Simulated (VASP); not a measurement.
# Ag (I4/mmm) in VASP: notebook, part 2 of 2

VASP 6.6.1. The steps go on from the part before.

### 3 Single point, PBE (strain +0.0100 x Voigt [0, 1, 0, 0, 0, 0])

INCAR

```
SYSTEM = Ag
PREC = Accurate ; ENCUT = 520
EDIFF = 1E-7 ; ISMEAR = 0
SIGMA = 0.15 ; LREAL = .False.
LASPH = .True. ; NELM = 60
ALGO = Fast ; ISIF = 2
LWAVE = .False. ; LCHARG = .False.
GGA = PE ; NBANDS = 12
```

KPOINTS

```
Automatic mesh
0
Gamma
  20 20 20
  0 0 0
```

POSCAR

```
Ag
1.0
    0.0000000000      2.0635310000      2.0431000000
    2.0431000000      0.0000000000      2.0431000000
    2.0431000000      2.0635310000      0.0000000000
Ag
1
Direct
    0.0000000000      0.0000000000      0.0000000000
```

Potentials or basis: VASP PAW PBE potentials, release 64 (Ag).

Command:

```bash
$ cat potpaw_PBE.64/Ag/POTCAR > POTCAR
$ mpirun -np 1 vasp_std > vasp.out
```

OUTCAR:

```text
SYSTEM = Ag
   PREC = Accurate
   ENCUT = 520
   EDIFF = 1E-7
   ISMEAR = 0
   LREAL = .False.
   LASPH = .True.
   NELM = 60
   ISIF = 2
   GGA = PE

 ion  position               nearest neighbor table
   1  0.000  0.000  0.000-

  LATTYP: Found a body centered tetragonal cell.
 ALAT       =     2.8893797293
 C/A-ratio  =     1.4283556980

  Lattice vectors:

 A1 = (   0.0000000000,  -2.0635310000,   2.0431000000)
 A2 = (   0.0000000000,  -2.0635310000,  -2.0431000000)
 A3 = (   2.0431000000,   2.0635310000,   0.0000000000)

Analysis of symmetry for initial positions (statically):
=====================================================================
 Subroutine PRICEL returns:
 Original cell was already a primitive cell.

 Routine SETGRP: Setting up the symmetry group for a
 body centered tetragonal supercell.

 Subroutine GETGRP returns: Found 16 space group operations
 (whereof 16 operations were pure point group operations)
 out of a pool of 16 trial point group operations.

The static configuration has the point symmetry D_4h.

Analysis of symmetry for dynamics (positions and initial velocities):
=====================================================================
 Subroutine PRICEL returns:
[... 162 lines left out ...]
 Fermi energy:         8.2960575492

 k-point     1 :       0.0000    0.0000    0.0000
  band No.  band energies     occupation
      1       0.5953      2.00000
      2       3.4774      2.00000
      3       3.5390      2.00000
      4       3.5390      2.00000
      5       4.5010      2.00000
      6       4.5651      2.00000
      7      24.2909      0.00000
      8      27.7216      0.00000
      9      27.8495      0.00000
     10      27.8495      0.00000
     11      32.5873      0.00000
     12      33.6263      0.00000
[... 331 lines left out ...]
 k-point    24 :      -0.3500    0.0500   -0.0000
  band No.  band energies     occupation
      1       2.0943      2.00000
      2       3.5653      2.00000
      3       3.6179      2.00000
      4       4.8533      2.00000
      5       4.9727      2.00000
      6       5.9904      2.00000
      7      15.0515      0.00000
      8      23.8566      0.00000
      9      25.7525      0.00000
     10      27.2866      0.00000
     11      30.7744      0.00000
     12      31.1990      0.00000

 [... further k-points ...]
[... 5 lines left out ...]
  --------------------------------------------------------------------------------------
  -------------------------------------------------------------------------------------
  Total        0.3845821      0.3412174      0.3845821      0.0000000     -0.0000000      0.0000000
  in kB       35.7667411     31.7337561     35.7667411      0.0000000     -0.0000000      0.0000000
  external PRESSURE =      34.4224128 kB  Pullay stress =       0.0000000 kB

 VOLUME and BASIS-vectors are now :
 -----------------------------------------------------------------------------
  energy-cutoff  :      520.00
  volume of cell :       17.23
      direct lattice vectors                 reciprocal lattice vectors
     0.000000000  2.063531000  2.043100000    -0.244726151  0.242303120  0.244726151
     2.043100000  0.000000000  2.043100000     0.244726151 -0.242303120  0.244726151
     2.043100000  2.063531000  0.000000000     0.244726151  0.242303120 -0.244726151

 POSITION                                       TOTAL-FORCE (eV/Angst)
 -----------------------------------------------------------------------------------
      0.00000      0.00000      0.00000         0.000000      0.000000      0.000000
 -----------------------------------------------------------------------------------
    total drift:                               -0.000000      0.000000     -0.000000

  FREE ENERGIE OF THE ION-ELECTRON SYSTEM (eV)
  ---------------------------------------------------
  free  energy   TOTEN  =        -2.7149539894 eV

  energy  without entropy=       -2.7126964313  energy(sigma->0) =       -2.71382521
```

Run time: 52 s. Hardware: 1 thread of Intel Xeon Platinum 8488C (Sapphire Rapids), shared host; peak memory 0.24 GiB.

Results:

| Quantity | Value |
| --- | --- |
| Free energy | -2.7150 eV |
| Pressure | 3.4 GPa |

Caveat: the cell differs from its parent crystal (strain +0.0100 x Voigt [0, 1, 0, 0, 0, 0]).

### 4 Single point, PBE (strain +0.0175 x Voigt [0, 1, 0, 0, 0, 0])

INCAR

```
  PREC = Accurate
  ENCUT = 520
  EDIFF = 1E-7
  ISMEAR = 0
  SIGMA = 0.15
  LREAL = False
  LASPH = True
  NELM = 80
  ALGO = Normal
  ISIF = 2
  LWAVE = False
  LCHARG = False
  GGA = PE
  NBANDS = 12
```

KPOINTS

```
Automatic mesh
0
Gamma
  20 20 20
```

POSCAR

```
Ag
1.0
    0.0000000000      2.0788542500      2.0431000000
    2.0431000000      0.0000000000      2.0431000000
    2.0431000000      2.0788542500      0.0000000000
Ag
1
Direct
    0.0000000000      0.0000000000      0.0000000000
```

Potentials or basis: VASP PAW PBE potentials, release 64 (Ag).

Command:

```bash
$ cat potpaw_PBE.64/Ag/POTCAR > POTCAR
$ mpirun -np 1 vasp_std > vasp.out
```

OUTCAR:

```text
PREC = Accurate
   ENCUT = 520
   EDIFF = 1E-7
   ISMEAR = 0
   LREAL = False
   LASPH = True
   NELM = 80
   ISIF = 2
   GGA = PE

 ion  position               nearest neighbor table
   1  0.000  0.000  0.000-

  LATTYP: Found a body centered tetragonal cell.
 ALAT       =     2.8893797293
 C/A-ratio  =     1.4389622997

  Lattice vectors:

 A1 = (   0.0000000000,  -2.0788542500,   2.0431000000)
 A2 = (   0.0000000000,  -2.0788542500,  -2.0431000000)
 A3 = (   2.0431000000,   2.0788542500,   0.0000000000)

[... 530 lines left out ...]
      4       4.7641      2.00000
      5       4.8819      2.00000
      6       5.8982      2.00000
      7      14.9133      0.00000
      8      23.7418      0.00000
      9      25.5663      0.00000
     10      27.0804      0.00000
     11      30.4866      0.00000
     12      31.0643      0.00000

 [... further k-points ...]
[... 5 lines left out ...]
  --------------------------------------------------------------------------------------
  -------------------------------------------------------------------------------------
  Total        0.3055125      0.2290544      0.3055125     -0.0000000      0.0000000      0.0000000
  in kB       28.2037133     21.1454007     28.2037133     -0.0000000      0.0000000      0.0000000
  external PRESSURE =      25.8509424 kB  Pullay stress =       0.0000000 kB

 VOLUME and BASIS-vectors are now :
 -----------------------------------------------------------------------------
  energy-cutoff  :      520.00
  volume of cell :       17.36
      direct lattice vectors                 reciprocal lattice vectors
     0.000000000  2.078854250  2.043100000    -0.244726151  0.240517102  0.244726151
     2.043100000  0.000000000  2.043100000     0.244726151 -0.240517102  0.244726151
     2.043100000  2.078854250  0.000000000     0.244726151  0.240517102 -0.244726151

 POSITION                                       TOTAL-FORCE (eV/Angst)
 -----------------------------------------------------------------------------------
      0.00000      0.00000      0.00000        -0.000000      0.000000      0.000000
 -----------------------------------------------------------------------------------
    total drift:                               -0.000000      0.000000     -0.000000

  FREE ENERGIE OF THE ION-ELECTRON SYSTEM (eV)
  ---------------------------------------------------
  free  energy   TOTEN  =        -2.7171042817 eV

  energy  without entropy=       -2.7148402447  energy(sigma->0) =       -2.71597226
```

stdout:

```text
POSCAR found type information on POSCAR Ag
 POSCAR found :  1 types and       1 ions
 scaLAPACK will be used
 LDA part: xc-table for (Slater+PW92), standard interpolation
 POSCAR, INCAR and KPOINTS ok, starting setup
 FFT: planning ... GRIDC
 FFT: planning ... GRID_SOFT
 FFT: planning ... GRID
 WAVECAR not read
 entering main loop
```

Wall time 45 s (1 thread of Intel Xeon Platinum 8488C (Sapphire Rapids), shared host); peak memory 0.24 GiB.

What came out:

- Free energy: -2.7171 eV
- Pressure: 2.6 GPa

Caveat: the cell differs from its parent crystal (strain +0.0175 x Voigt [0, 1, 0, 0, 0, 0]).

### 5 The runs side by side

| cell | gap on the mesh (eV) | pressure (GPa) |
| --- | --- | --- |
| a = 2.897, b = 2.889 Å, angles 60.1, 59.8, 60.1°, 1 atom | none | 4.0 |
| a = 2.904, b = 2.889 Å, angles 60.2, 59.7, 60.2°, 1 atom | none | 3.4 |
| a = 2.915, b = 2.889 Å, angles 60.3, 59.4, 60.3°, 1 atom | none | 2.6 |

Alike in all rows: task single point; level PBE; potentials or basis VASP PAW PBE potentials, release 64 (Ag); no spin polarisation; k mesh 20 × 20 × 20; cutoff (eV) 520; smearing gaussian 0.15 eV.

Total energies depend on the potentials used, so only differences within one code and one set of settings carry meaning.
